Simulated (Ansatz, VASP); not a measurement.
# One calculation of MgB2, two programs

Contents of INCAR:

```
SYSTEM = MgB2
PREC = Accurate ; ENCUT = 520
EDIFF = 1E-6 ; ISMEAR = 0
SIGMA = 0.1 ; LREAL = .False.
LASPH = .True. ; NELM = 80
ALGO = Normal ; ISIF = 2
LWAVE = .False. ; LCHARG = .True.
GGA = PE ; LELF = .True.
LVHAR = .True. ; NBANDS = 11
```

Contents of KPOINTS:

```
regular mesh
0
Gamma
  10 10 8
  0 0 0
```

File POSCAR:

```
MgB2
1.0
    3.0850000000      0.0000000000      0.0000000000
   -1.5425000000      2.6716880000      0.0000000000
    0.0000000000      0.0000000000      3.5230000000
Mg B
1 2
Direct
    0.0000000000      0.0000000000      0.0000000000
    0.3333333333      0.6666666667      0.5000000000
    0.6666666667      0.3333333333      0.5000000000
```

Input for Ansatz:

```yaml
crystal:
  lattice:
    - [3.085, 0.0, 0.0]
    - [-1.5425, 2.671688, 0.0]
    - [0.0, 0.0, 3.523]
  atoms:
    - { symbol: Mg, position: [0.0, 0.0, 0.0] }
    - { symbol: B, position: [0.3333333333333333, 0.6666666666666666, 0.5] }
    - { symbol: B, position: [0.6666666666666666, 0.3333333333333333, 0.5] }
basis:
  ecutwfc: 500.0
kpoints:
  mp_grid:
    grid: [10, 10, 8]
hamiltonian:
  xc: pbe
scf:
  occupations:
    method: gaussian
    width: 0.1
output:
  stress: true
```

Alike in both runs: task single point; functional PBE; k mesh 10 × 10 × 8; occupations gaussian, width 0.1 eV; no spin polarisation.

|  | VASP | Ansatz |
| --- | --- | --- |
| version | VASP 6.6.1 | Ansatz 0.2.0 |
| potentials or method | VASP PAW PBE potentials, release 64 (Mg, B), cutoff 520 eV | plane waves, PAW |
| valence electrons in the cell | 8 | 16 |

VASP gave:

```
pressure (GPa)                                                : -1.2
traceless stress, the component that is largest in VASP (GPa) : -0.15
```

Question: Estimate Ansatz's values.

Answer: Pressure (GPa): -0.9; traceless stress, the component that is largest in VASP (GPa): -0.03.

The functional is the same, so the differences come from potentials, cutoffs and numerics. VASP's potentials hold 8 valence electrons a cell and Ansatz's 16, so a difference there can come from the potentials and not from the codes.
